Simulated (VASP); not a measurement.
# YTe2F (P4/mmm) in VASP: further runs

Runs on YTe2F. Level: PBE. Tasks: single point, relaxation of cell and atoms.

All numbers are computed with VASP 6.6.1; they aren't measurements. Logs are shortened: lines on timing, memory, paths and dates and some standing lists are left out, and cuts for length are marked.

## Step 1: The cell of the first run

It takes space group P4/mmm (No. 123, tetragonal). The conventional cell has a = 6.113 Å, b = 6.113 Å, c = 4.180 Å, α = 90.00°, β = 90.00°, γ = 90.00°. Within 2.8 Å of Y (site symmetry 4/mmm) lie 2 F at 2.09 Å. Te (site symmetry mmm) has 2 Y at 3.06 Å and 4 F at 3.70 Å within 4.0 Å. F (site symmetry 4/mmm) has 2 Y at 2.09 Å within 2.8 Å.

## Step 2: Single point, PBE

File INCAR:

```
ALGO = Normal
EDIFF = 1E-7
ENCUT = 520
GGA = PE
ISIF = 2
ISMEAR = 0
LASPH = True
LCHARG = False
LREAL = False
LWAVE = False
NBANDS = 23
NELM = 100
PREC = Accurate
SIGMA = 0.1
```

File KPOINTS:

```
k-points
0
Gamma
  4 4 4
```

File POSCAR:

```
YTe2F
1.0
    6.1126600264      0.0000000000      0.0000000000
    0.0000000000      6.1126600264      0.0000000000
    0.0000000000      0.0000000000      4.1797358068
Y Te F
1 2 1
Direct
    0.0000000000      0.0000000000      0.0000000000
    0.5000000000      0.0000000000      0.0000000000
    0.0000000000      0.5000000000      0.0000000000
    0.0000000000      0.0000000000      0.5000000000
```

Potentials or basis: VASP PAW PBE potentials, release 64 (Y_sv, Te, F).

The run is started by

```
$ cat potpaw_PBE.64/Y_sv/POTCAR potpaw_PBE.64/Te/POTCAR potpaw_PBE.64/F/POTCAR > POTCAR
$ mpirun -np 1 vasp_std > vasp.out
```

OUTCAR:

```text
EDIFF = 1E-7
   ENCUT = 520
   GGA = PE
   ISIF = 2
   ISMEAR = 0
   LASPH = True
   LREAL = False
   NELM = 100
   PREC = Accurate

 ion  position               nearest neighbor table
   1  0.000  0.000  0.000-   4 2.09   4 2.09   2 3.06   3 3.06   3 3.06   2 3.06
   2  0.500  0.000  0.000-   1 3.06   1 3.06
   3  0.000  0.500  0.000-   1 3.06   1 3.06
   4  0.000  0.000  0.500-   1 2.09   1 2.09

  LATTYP: Found a simple tetragonal cell.
 ALAT       =     6.1126600264
 C/A-ratio  =     0.6837834574

  Lattice vectors:

 A1 = (   6.1126600264,   0.0000000000,   0.0000000000)
 A2 = (   0.0000000000,   6.1126600264,   0.0000000000)
 A3 = (   0.0000000000,   0.0000000000,   4.1797358068)

Analysis of symmetry for initial positions (statically):
=====================================================================
 Subroutine PRICEL returns:
 Original cell was already a primitive cell.

 Routine SETGRP: Setting up the symmetry group for a
 simple tetragonal supercell.

 Subroutine GETGRP returns: Found 16 space group operations
 (whereof 16 operations were pure point group operations)
 out of a pool of 16 trial point group operations.

The static configuration has the point symmetry D_4h.

Analysis of symmetry for dynamics (positions and initial velocities):
=====================================================================
 Subroutine PRICEL returns:
 Original cell was already a primitive cell.

 Routine SETGRP: Setting up the symmetry group for a
 simple tetragonal supercell.

 Subroutine GETGRP returns: Found 16 space group operations
 (whereof 16 operations were pure point group operations)
 out of a pool of 16 trial point group operations.

The dynamic configuration has the point symmetry D_4h.

 Subroutine INISYM returns: Found 16 space group operations
 (whereof 16 operations are pure point group operations),
 and found     1 'primitive' translations

----------------------------------------------------------------------------------------

                                     Primitive cell

  volume of cell :     156.1742

  direct lattice vectors                    reciprocal lattice vectors
     6.112660026  0.000000000  0.000000000     0.163594899  0.000000000  0.000000000
     0.000000000  6.112660026  0.000000000     0.000000000  0.163594899  0.000000000
     0.000000000  0.000000000  4.179735807     0.000000000  0.000000000  0.239249571

  length of vectors
     6.112660026  6.112660026  4.179735807     0.163594899  0.163594899  0.239249571

  position of ions in fractional coordinates (direct lattice)
     0.000000000  0.000000000  0.000000000
     0.500000000  0.000000000  0.000000000
     0.000000000  0.500000000  0.000000000
     0.000000000  0.000000000  0.500000000

  ion indices of the primitive-cell ions
   primitive index   ion index
                 1           1
                 2           2
                 3           3
                 4           4

----------------------------------------------------------------------------------------

 KPOINTS: k-points

Automatic generation of k-mesh.
 Grid dimensions read from file:
 generate k-points for:    4    4    4

 Generating k-lattice:

  Cartesian coordinates                     Fractional coordinates (reciprocal lattice)
     0.040898725  0.000000000  0.000000000     0.250000000  0.000000000  0.000000000
     0.000000000  0.040898725  0.000000000     0.000000000  0.250000000  0.000000000
     0.000000000  0.000000000  0.059812393     0.000000000  0.000000000  0.250000000

  Length of vectors
     0.040898725  0.040898725  0.059812393

  Shift w.r.t. Gamma in fractional coordinates (k-lattice)
     0.000000000  0.000000000  0.000000000

 Subroutine IBZKPT returns following result:
 ===========================================

 Found     18 irreducible k-points:

 Following reciprocal coordinates:
            Coordinates               Weight
  0.000000  0.000000  0.000000      1.000000
  0.250000  0.000000  0.000000      4.000000
  0.500000  0.000000  0.000000      2.000000
  0.250000  0.250000  0.000000      4.000000
  0.500000  0.250000  0.000000      4.000000
  0.500000  0.500000  0.000000      1.000000
[... 10 lines left out ...]
  0.500000  0.250000  0.500000      4.000000
  0.500000  0.500000  0.500000      1.000000
   k-points           NKPTS =     18   k-points in BZ     NKDIM =     18   number of bands    NBANDS=     23
   number of dos      NEDOS =    301   number of ions     NIONS =      4
   total plane-waves  NPLWV =  73728
   dimension x,y,z NGX =    48 NGY =   48 NGZ =   32
   dimension x,y,z NGXF=    96 NGYF=   96 NGZF=   64
   ions per type =               1   2   1
   NGX,Y,Z   is equivalent  to a cutoff of  13.05, 13.05, 12.73 a.u.
   NGXF,Y,Z  is equivalent  to a cutoff of  26.11, 26.11, 25.46 a.u.
 SYSTEM =  unknown system
   PREC   = accura    normal or accurate (medium, high low for compatibility)
   ISTART =      0    job   : 0-new  1-cont  2-samecut
   ICHARG =      2    charge: 1-file 2-atom 10-const
   ISPIN  =      1    spin polarized calculation?
   LNONCOLLINEAR =      F non collinear calculations
   LSORBIT =      F    spin-orbit coupling
   LASPH  =      T    aspherical Exc in radial PAW
   ENCUT  =  520.0 eV  38.22 Ry    6.18 a.u.  11.37 11.37  7.77*2*pi/ulx,y,z
   NELM   =    100;   NELMIN=  2; NELMDL= -5     # of ELM steps
   EDIFF  = 0.1E-06   stopping-criterion for ELM
   LREAL  =      F    real-space projection
   EDIFFG = 0.1E-05   stopping-criterion for IOM
   NSW    =      0    number of steps for IOM
   IBRION =     -1    ionic relax: 0-MD 1-quasi-New 2-CG
   NFREE  =      0    steps in history (QN), initial steepest desc. (CG)
   ISIF   =      2    stress and relaxation
   ISYM   =      2    0-nonsym 1-usesym 2-fastsym
   POTIM  = 0.5000    time-step for ionic-motion
   TEBEG  =    0.0;   TEEND  =   0.0 temperature during run
   PSTRESS=    0.0 pullay stress
   NELECT =      30.0000    total number of electrons
   NUPDOWN=      -1.0000    fix difference up-down
   EMIN   =  10.00;   EMAX   =-10.00  energy-range for DOS
   EFERMI =   0.00;   METHOD = LEGACY
   ISMEAR =     0;   SIGMA  =   0.10  broadening in eV -4-tet -1-fermi 0-gaus
   EFERMI_NEDOS =   21; number of points for ismear=-14 and -15
   IALGO  =     38    algorithm
   IMIX   =      4    mixing-type and parameters
     AMIX     =   0.40;   BMIX     =  1.00
     AMIX_MAG =   1.60;   BMIX_MAG =  1.00
  volume/ion in A,a.u.               =      39.04       263.48
  Fermi-wavevector in a.u.,A,eV,Ry     =   0.944595  1.785025 12.139921  0.892259
  Thomas-Fermi vector in A             =   2.072415
   LORBIT       =      0    0 simple, 1 ext, 2 COOP (PROOUT), +10 PAW based schemes
   GGA     = PE    functional components
   LHFCALC =     F    Hartree Fock is set to
   AEXX    =    0.0000 exact exchange contribution
   IVDW    =     0    specifies the selected vdW correction
   LEPSILON=     F    determine dielectric tensor
   LRPA    =     F    only Hartree local field effects (RPA)
 non-spin polarized calculation
 Gauss-broadening in eV      SIGMA  =   0.10
  energy-cutoff  :      520.00
  volume of cell :      156.17
 maximum number of plane-waves:      4240
 NGX is ok and might be reduce to    48
   NGX = 23   NGY = 23   NGZ = 15

 number of electron      30.0000008 magnetization

 Free energy of the ion-electron system (eV)
  ---------------------------------------------------
  ext. energy  EPLUGINS =         0.00000000
  ---------------------------------------------------
  free energy    TOTEN  =       -20.61879662 eV

  energy without entropy =      -20.60277237  energy(sigma->0) =      -20.61078449

 E-fermi :   0.9927     XC(G=0):  -7.3962

 val. band max:        0.9782883240   @ k =   0.5000   0.2500   0.0000
 cond. band min:       1.0109387135   @ k =   0.0000   0.0000   0.2500
 fundamental gap:      0.0326503896
 Fermi energy:         0.9926708929

 k-point     1 :       0.0000    0.0000    0.0000
  band No.  band energies     occupation
      1     -41.4811      2.00000
      2     -23.3438      2.00000
      3     -21.7565      2.00000
      4     -21.4636      2.00000
      5     -21.4636      2.00000
      6      -9.2049      2.00000
[... 15 lines left out ...]
     22       5.3843      0.00000
     23       6.7078      0.00000

 k-point     2 :       0.2500    0.0000    0.0000
  band No.  band energies     occupation
      1     -41.4811      2.00000
      2     -23.3438      2.00000
      3     -21.7564      2.00000
      4     -21.4651      2.00000
      5     -21.4635      2.00000
      6      -9.1116      2.00000
[... 15 lines left out ...]
     22       6.0666      0.00000
     23       7.0096      0.00000

 k-point     3 :       0.5000    0.0000    0.0000
  band No.  band energies     occupation
      1     -41.4811      2.00000
      2     -23.3439      2.00000
      3     -21.7563      2.00000
      4     -21.4665      2.00000
      5     -21.4634      2.00000
      6      -8.9944      2.00000
[... 15 lines left out ...]
     22       6.9908      0.00000
     23       8.1622      0.00000

 k-point     4 :       0.2500    0.2500    0.0000
  band No.  band energies     occupation
      1     -41.4811      2.00000
      2     -23.3438      2.00000
      3     -21.7563      2.00000
      4     -21.4650      2.00000
      5     -21.4650      2.00000
      6      -9.0209      2.00000
[... 15 lines left out ...]
     22       6.3422      0.00000
     23       7.3771      0.00000

 k-point     5 :       0.5000    0.2500    0.0000
  band No.  band energies     occupation
      1     -41.4812      2.00000
      2     -23.3438      2.00000
      3     -21.7562      2.00000
      4     -21.4664      2.00000
      5     -21.4648      2.00000
      6      -8.9071      2.00000
[... 278 lines left out ...]
 k-point    16 :       0.2500    0.2500    0.5000
  band No.  band energies     occupation
      1     -41.4654      2.00000
      2     -24.7394      2.00000
      3     -21.4506      2.00000
      4     -21.4506      2.00000
      5     -19.5553      2.00000
      6      -8.7437      2.00000
[... 15 lines left out ...]
     22       6.5367      0.00000
     23       7.2428      0.00000

 k-point    17 :       0.5000    0.2500    0.5000
  band No.  band energies     occupation
      1     -41.4654      2.00000
      2     -24.7393      2.00000
      3     -21.4519      2.00000
      4     -21.4505      2.00000
      5     -19.5552      2.00000
      6      -8.6350      2.00000
[... 15 lines left out ...]
     22       6.2915      0.00000
     23       8.6436      0.00000

 k-point    18 :       0.5000    0.5000    0.5000
  band No.  band energies     occupation
      1     -41.4654      2.00000
      2     -24.7394      2.00000
      3     -21.4518      2.00000
      4     -21.4518      2.00000
      5     -19.5553      2.00000
      6      -8.5339      2.00000
[... 15 lines left out ...]
     22       7.6356      0.00000
     23       7.6356      0.00000

------------------------ aborting loop because EDIFF is reached ----------------------------------------

  FORCE on cell =-STRESS in cart. coord.  units (eV):
  Direction    XX          YY          ZZ          XY          YZ          ZX
  --------------------------------------------------------------------------------------
  -------------------------------------------------------------------------------------
  Total        0.0225797      0.0225797      0.3672950      0.0000000      0.0000000      0.0000000
  in kB        0.2316436      0.2316436      3.7680470      0.0000000      0.0000000      0.0000000
  external PRESSURE =       1.4104447 kB  Pullay stress =       0.0000000 kB

 VOLUME and BASIS-vectors are now :
 -----------------------------------------------------------------------------
  energy-cutoff  :      520.00
  volume of cell :      156.17
      direct lattice vectors                 reciprocal lattice vectors
     6.112660026  0.000000000  0.000000000     0.163594899  0.000000000  0.000000000
     0.000000000  6.112660026  0.000000000     0.000000000  0.163594899  0.000000000
     0.000000000  0.000000000  4.179735807     0.000000000  0.000000000  0.239249571

 POSITION                                       TOTAL-FORCE (eV/Angst)
 -----------------------------------------------------------------------------------
      0.00000      0.00000      0.00000         0.000000      0.000000      0.000000
      3.05633      0.00000      0.00000         0.000000      0.000000      0.000000
      0.00000      3.05633      0.00000         0.000000      0.000000      0.000000
      0.00000      0.00000      2.08987         0.000000      0.000000      0.000000
 -----------------------------------------------------------------------------------
    total drift:                                0.000000     -0.000000      0.000000

  FREE ENERGIE OF THE ION-ELECTRON SYSTEM (eV)
  ---------------------------------------------------
  free  energy   TOTEN  =       -20.6187966165 eV

  energy  without entropy=      -20.6027723701  energy(sigma->0) =      -20.61078449
```

Wall time 65 s (1 thread of Intel Xeon Platinum 8488C (Sapphire Rapids), shared host); peak memory 0.3 GiB.

Results:

```yaml
Free_energy: -20.6188 eV
Pressure: 0.1 GPa
Band_gap_on_the_k_mesh: zero (band 15 reaches 1.32 eV, above the bottom of band 16 at 0.35 eV)
```

Caveat: the k points lie up to 0.38 Å⁻¹ apart; spin-orbit coupling is left out, which moves the levels of the heavy elements.

(Part 1 of 2 ends here.)
